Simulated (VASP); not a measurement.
Write the native input for VASP 6.6.1 that does the following.

- Task: single point
- Functional: PBE
- Potentials or basis: VASP PAW PBE potentials, release 64 (Bi_d)
- Cutoff: 520 eV
- k mesh: 12 × 12 × 8
- Occupations: fermi-dirac, width 0.1 eV
- Spin: no spin polarisation
- Dipole correction: no
- Further INCAR settings: ALGO = Normal; EDIFF = 1e-06; NBANDS = 22

The structure of Bi lies in POSCAR:

```
Bi
1.0
   -3.0808540294      3.1142395966      1.6433802173
    3.1142395966     -3.0808540294      1.6433802173
    3.0588148752      3.0588148752     -1.5822344898
Bi
2
Direct
    0.0001780374      0.9998219626      1.0000000000
    0.7498219626      0.2501780374      0.5000000000
```

The input as run:

INCAR

```
PREC = Accurate ; ENCUT = 520
EDIFF = 1E-6 ; ISMEAR = -1
SIGMA = 0.1 ; LREAL = F
LASPH = T ; NELM = 80
ALGO = Normal ; ISIF = 2
LWAVE = F ; LCHARG = F
GGA = PE ; NBANDS = 22
```

KPOINTS

```
Automatic mesh
0
Gamma
  12 12 8
```

Potentials or basis: VASP PAW PBE potentials, release 64 (Bi_d).

Launch:

```sh
$ cat potpaw_PBE.64/Bi_d/POTCAR > POTCAR
$ mpirun -np 1 vasp_std > vasp.out
```

Results of the run:

```json
{
 "Pressure": "4.9 GPa",
 "Largest force": "0.023 eV/Å",
 "Band gap on the k mesh": "zero (bands 15 and 16 overlap by 5.63 eV)"
}
```

Caveat: the cell stands under pressure; spin-orbit coupling is left out, which moves the levels of the heavy elements.

Run time: 3.6 min on 1 thread of AMD EPYC 9R45 96-Core Processor (Zen 5) (shared host), peak memory 0.43 GiB.
